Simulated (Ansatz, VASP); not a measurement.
# One calculation of C, two programs

```
C
1.0
     1.19733    0.69128    3.51436
    -1.19733    0.69128    3.51436
     0.00000   -1.38255    3.51436
C
2
Direct
  0.16400 0.16400 0.16400
  0.83600 0.83600 0.83600
```

Change from the starting cell: strain -0.025 along x and y, +0.050 along z, atoms carried along.

Alike in both runs: task single point; functional r2SCAN; k mesh 12 × 12 × 12; occupations gaussian, width 0.05 eV; no spin polarisation.

|  | VASP | Ansatz |
| --- | --- | --- |
| version | VASP 6.6.1 | Ansatz 0.2.0 |
| potentials or method | VASP PAW PBE potentials, release 64 (C), cutoff 520 eV | scalar-relativistic, plane waves, PAW |
| valence electrons in the cell | 8 | 8 |

|  | VASP | Ansatz | Ansatz less VASP |
| --- | --- | --- | --- |
| gap on the k mesh at the Fermi level (eV) | 0.58 | 0.58 | +0.001 |
| least direct gap on the mesh (eV) | 0.58 | 0.58 | +0.001 |
| pressure (GPa) | 23.4 | 22.7 | -0.70 |
| traceless stress, the component that is largest in VASP (GPa) | -24.37 | -23.56 | +0.816 |
| rms of the force components (eV/Å) | 0.543 | 0.548 | +0.0053 |

VASP's potentials were made for PBE, not for r2SCAN. Atom by atom the forces differ by 0.005 eV/Å (rms over components). The functional is the same, so the differences come from potentials, cutoffs and numerics.
